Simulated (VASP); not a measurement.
Input of a VASP 6.6.1 run:

The input INCAR:

```
SYSTEM = AlN
ALGO     = Normal         ! electronic algorithm
EDIFF    = 1E-6           ! SCF threshold, eV
ENCUT    = 520            ! plane-wave cutoff, eV
GGA      = PE             ! functional
ISIF     = 2              ! what is computed and relaxed
ISMEAR   = 0              ! smearing method
LASPH    = .True.         ! aspherical terms in the spheres
LCHARG   = .True.         ! write CHGCAR
LELF     = .True.         ! ELF
LREAL    = .False.        ! projectors in reciprocal space
LVHAR    = .True.       
LWAVE    = .False.        ! write WAVECAR
NBANDS   = 16             ! bands
NELM     = 80             ! most SCF steps
PREC     = Accurate       ! precision mode
SIGMA    = 0.05           ! smearing width, eV
```

The input KPOINTS:

```
k-points
0
Gamma
  9 9 6
  0 0 0
```

Contents of POSCAR:

```
AlN
1.0
    3.1298889828      0.0000000000      0.0000000000
   -1.5649444914      2.7105633702      0.0000000000
    0.0000000000      0.0000000000      5.2176000000
Al N
2 2
Direct
    0.3333333333      0.6666666667      0.0045652945
    0.6666666667      0.3333333333      0.5045652945
    0.3333333333      0.6666666667      0.3804347055
    0.6666666667      0.3333333333      0.8804347055
```

Potentials or basis: VASP PAW PBE potentials, release 64 (Al, N).

Launch:

```console
$ cat potpaw_PBE.64/Al/POTCAR potpaw_PBE.64/N/POTCAR > POTCAR
$ mpirun -np 1 vasp_std > vasp.out
```

(1) Estimate the band gap on the k mesh.

(2) Estimate the pressure.

Answers

(1) 3.74 eV, direct.

(2) -6.9 GPa.
